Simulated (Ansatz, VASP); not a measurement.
**Two plane-wave programs on Al6H**

```
Al H
1.0
     5.71430    0.00000    0.00000
    -2.85715    4.94873    0.00000
     0.00000    0.00000   22.60164
Al H
12 2
Direct
  0.33333 0.16667 0.17698
  0.33333 0.66667 0.17698
  0.83333 0.16667 0.17698
  0.83333 0.66667 0.17698
  0.16667 0.33333 0.27878
  0.16667 0.83333 0.27878
  0.66667 0.33333 0.27878
  0.66667 0.83333 0.27878
  0.00000 0.00000 0.38058
  0.00000 0.50000 0.38058
  0.50000 0.00000 0.38058
  0.50000 0.50000 0.38058
  0.20252 0.16667 0.42880
  0.46415 0.16667 0.42880
```

Alike in both runs: task single point; functional PBE; k mesh 6 × 6 × 1; occupations gaussian, width 0.1 eV; no spin polarisation.

```csv
,VASP,Ansatz
version,VASP 6.6.1,Ansatz 0.2.0
potentials or method,"VASP PAW PBE potentials, release 64 (Al, H), cutoff 520 eV","scalar-relativistic, plane waves, PAW"
valence electrons in the cell,38,38
```

```tsv
	VASP	Ansatz	Ansatz less VASP
gap on the k mesh at the Fermi level (eV)	none	none	-
rms of the force components (eV/Å)	0.603	0.603	+0.0002
```

Atom by atom the forces differ by 0.001 eV/Å (rms over components). A gap of «none» marks a metal or a gap that the smearing closes. The functional is the same, so the differences come from potentials, cutoffs and numerics.
